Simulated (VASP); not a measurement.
Crystal: Ge3Pd.

```
Pd Ge
1.0
     4.05747    0.00000    0.00000
     0.00000    4.05747    0.00000
     0.00000    0.00000    4.05747
Pd Ge
1 3
Direct
  0.00000 0.00000 0.00000
  0.50000 0.50000 0.00000
  0.50000 0.00000 0.50000
  0.00000 0.50000 0.50000
```

Base run:

```yaml
Program: VASP 6.6.1
Functional: PBE
Potentials_or_basis: VASP PAW PBE potentials, release 64 (Pd, Ge_d)
Cutoff: 520 eV
k_mesh: 7 × 7 × 7
Occupations: fermi-dirac, width 0.05 eV
Spin: no spin polarisation
```

Its results: band gap on the k mesh zero (bands 26 and 27 overlap by 1.73 eV); pressure 6.2 GPa.

**Question.** The run is repeated on the same cell with these changes: functional from PBE to PBEsol; further incar settings from ALGO = Normal; EDIFF = 1e-07; NBANDS = 34 to ALGO = Normal; EDIFF = 1e-06; NBANDS = 34. What comes out?

**Answer.** Band gap on the k mesh zero (bands 26 and 27 overlap by 1.72 eV); pressure 1.2 GPa.

Caveats: the cell stands under pressure (at least some runs); the PAW data sets were made with another functional, which shifts forces and pressure a little (at least some runs).
